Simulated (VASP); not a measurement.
Write the native input for VASP 6.6.1 that does the following.

```yaml
Task: single point
Functional: PBE
Potentials_or_basis: VASP PAW PBE potentials, release 64 (Sn_d, O)
Cutoff: 520 eV
k_mesh: 6 × 6 × 8
Occupations: fermi-dirac, width 0.02 eV
Spin: no spin polarisation
Dipole_correction: no
Further_INCAR_settings: ALGO = Normal; EDIFF = 1e-06; NBANDS = 35
```

The structure of SnO2 lies in POSCAR:

```
SnO2
1.0
    4.9509966735      0.0000000000      0.0000000000
    0.0000000000      4.9509966735      0.0000000000
    0.0000000000      0.0000000000      3.1254912600
Sn O
2 4
Direct
    0.0000000000      0.0000000000      0.0000000000
    0.5000000000      0.5000000000      0.5000000000
    0.3072476456      0.3072476456      0.0000000000
    0.1927523544      0.8072476456      0.5000000000
    0.8072476456      0.1927523544      0.5000000000
    0.6927523544      0.6927523544      0.0000000000
```

This cell differs from its parent crystal: epitaxial xy strain +4.0%.

The input as run:

INCAR

```
SYSTEM = SnO2
PREC = Accurate
ENCUT = 520
EDIFF = 1E-6
ISMEAR = -1
SIGMA = 0.02
LREAL = .False.
LASPH = .True.
NELM = 100
ALGO = Normal
ISIF = 2
LWAVE = .False.
LCHARG = .False.
GGA = PE
NBANDS = 35
```

KPOINTS

```
regular mesh
0
Gamma
  6 6 8
  0 0 0
```

Potentials or basis: VASP PAW PBE potentials, release 64 (Sn_d, O).

Run with:

```console
$ cat potpaw_PBE.64/Sn_d/POTCAR potpaw_PBE.64/O/POTCAR > POTCAR
$ mpirun -np 1 vasp_std > vasp.out
```

Results of the run:

| Item | Value |
| --- | --- |
| Pressure | 0.9 GPa |
| Largest force | 0.139 eV/Å |
| Band gap on the k mesh | 0.78 eV, direct |

Caveat: the cell differs from its parent crystal (epitaxial xy strain +4.0%); spin-orbit coupling is left out, which moves the levels of the heavy elements.

It took 2 min on 1 thread of Intel Xeon 6975P-C, with other jobs on the host, peak memory 0.25 GiB.
